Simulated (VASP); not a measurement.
Set up this calculation in VASP 6.6.1, as the native input.

* Task: single point
* Functional: LDA
* Potentials or basis: VASP PAW LDA potentials, release 64 (H, La)
* Cutoff: 520 eV
* k mesh: 8 × 8 × 8
* Occupations: gaussian, width 0.05 eV
* Spin: no spin polarisation
* Dipole correction: no
* Further INCAR settings: ALGO = Normal; EDIFF = 1e-07; NBANDS = 15

The structure of LaH3 lies in POSCAR:

```
LaH3
1.0
   -1.9479044898      1.9479044898      2.7995031866
    1.9479044898     -1.9479044898      2.7995031866
    1.9479044898      1.9479044898     -2.7995031866
H La
3 1
Direct
    0.7500000000      0.2500000000      0.5000000000
    0.2500000000      0.7500000000      0.5000000000
    0.5000000000      0.5000000000      0.0000000000
    0.0000000000      0.0000000000      0.0000000000
```

This cell differs from its parent crystal: volume scaled by 1.04.

These files were run (other wordings do the same):

INCAR

```
SYSTEM = LaH3
ALGO     = Normal         ! electronic algorithm
EDIFF    = 1E-7           ! SCF threshold, eV
ENCUT    = 520            ! plane-wave cutoff, eV
ISIF     = 2              ! what is computed and relaxed
ISMEAR   = 0              ! smearing method
LASPH    = .True.         ! aspherical terms in the spheres
LCHARG   = .True.         ! write CHGCAR
LELF     = .True.         ! ELF
LREAL    = .False.        ! projectors in reciprocal space
LVHAR    = .True.       
LWAVE    = .False.        ! write WAVECAR
NBANDS   = 15             ! bands
NELM     = 100            ! most SCF steps
PREC     = Accurate       ! precision mode
SIGMA    = 0.05           ! smearing width, eV
```

KPOINTS

```
k-points
0
Gamma
  8 8 8
  0 0 0
```

Potentials or basis: VASP PAW LDA potentials, release 64 (H, La).

The run is started by

```console
$ cat potpaw_LDA.64/H/POTCAR potpaw_LDA.64/La/POTCAR > POTCAR
$ mpirun -np 1 vasp_std > vasp.out
```

It gave:

The pressure is -3.4 GPa and the band gap on the k mesh is zero (band 7 reaches 7.92 eV, above the bottom of band 8 at 7.75 eV).

Caveat: spin-orbit coupling is left out, which moves the levels of the heavy elements.

Run time: 22 s on 1 thread of Intel(R) Xeon(R) 6975P-C (Granite Rapids), with other jobs on the host, peak memory 0.18 GiB.
